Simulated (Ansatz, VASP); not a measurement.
# AlCo: VASP beside Ansatz

The input INCAR:

```
SYSTEM = AlCo
ALGO = Normal
EDIFF = 1E-6
ENCUT = 520
GGA = PE
ISIF = 2
ISMEAR = -1
LASPH = .True.
LCHARG = .False.
LREAL = .False.
LWAVE = .False.
NBANDS = 13
NELM = 80
PREC = Accurate
SIGMA = 0.05
```

File KPOINTS:

```
k-points
0
Gamma
  15 15 15
  0 0 0
```

File POSCAR:

```
AlCo
1.0
    0.0000000000      2.3943587315      2.3943587315
    2.3943587315      0.0000000000      2.3943587315
    2.3943587315      2.3943587315      0.0000000000
Co Al
1 1
Direct
    0.0000000000      0.0000000000      0.0000000000
    0.5000000000      0.5000000000      0.5000000000
```

Input for Ansatz:

```yaml
crystal:
  lattice:
    - [0.0, 2.3943587315, 2.3943587315]
    - [2.3943587315, 0.0, 2.3943587315]
    - [2.3943587315, 2.3943587315, 0.0]
  atoms:
    - { symbol: Co, position: [0.0, 0.0, 0.0] }
    - { symbol: Al, position: [0.5, 0.5, 0.5] }
kpoints:
  mp_grid: { grid: [15, 15, 15] }
  band_path:
    path:
      - [0.0, 0.0, 0.0]
      - [0.5, 0.0, 0.5]
      - [0.625, 0.25, 0.625]
      - [0.375, 0.375, 0.75]
      - [0.0, 0.0, 0.0]
      - [0.5, 0.5, 0.5]
      - [0.5, 0.25, 0.75]
      - [0.5, 0.0, 0.5]
    npoints: 8
scf:
  occupations: { method: fermi_dirac, width: 0.05 }
hamiltonian:
  xc: pbe
  pseudopotentials: { kind: paw }
output:
  forces: true
  stress: true
  eigenvalues: true
  populations: true
  dos: { projected: true, de: 0.2, e_range: [-14, 8] }
```

Change from the starting cell: volume scaled by 1, PAW files.

Alike in both runs: task single point; functional PBE; k mesh 15 × 15 × 15; occupations fermi-dirac, width 0.05 eV; no spin polarisation.

|  | VASP | Ansatz |
| --- | --- | --- |
| version | VASP 6.6.1 | Ansatz 0.2.0 |
| potentials or method | VASP PAW PBE potentials, release 64 (Co, Al) | PAW with Ansatz's default frozen-core files, scalar-relativistic |
| plane-wave cutoff (eV) | 520 | 420 |
| valence electrons in the cell | 12 | 20 |

```csv
,VASP,Ansatz,Ansatz less VASP
pressure (GPa),-0.1,0.0,+0.09
```

VASP's potentials hold 12 valence electrons a cell and Ansatz's 20, so a difference there can come from the potentials and not from the codes.
